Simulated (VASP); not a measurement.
Sn: single point with RPBE

Crystal: Sn.

```
CELL_PARAMETERS angstrom
3.15543 0.00000 0.00000
0.00000 3.15543 0.00000
0.00000 0.00000 3.15543
ATOMIC_POSITIONS crystal
Sn 0.00000 0.00000 0.00000
```

This cell differs from its parent crystal: volume scaled by 1.04.

| Item | Value |
| --- | --- |
| Program | VASP 6.6.1 |
| Task | single point |
| Functional | RPBE |
| Potentials or basis | VASP PAW PBE potentials, release 64 (Sn_d) |
| Cutoff | 520 eV |
| k mesh | 11 × 11 × 11 |
| Occupations | fermi-dirac, width 0.1 eV |
| Spin | no spin polarisation |

```
Pressure               : -1.2 GPa
Band gap on the k mesh : zero (band 7 reaches 11.36 eV, above the bottom of band 8 at 4.64 eV)
```

Levels at points of the mesh, in eV from the Fermi level:
```tsv
k point	band 5	band 6	band 7	band 8	band 9	band 10
(0.00, 0.00, 0.00)	-21.20	-10.09	5.10	5.10	5.10	8.35
```

Run time: 12 s on 1 thread of AMD EPYC 9R45 (Zen 5) (shared host), peak memory 0.11 GiB.

Caveat: the PAW data sets were made with another functional, which shifts forces and pressure a little; spin-orbit coupling is left out, which moves the levels of the heavy elements.
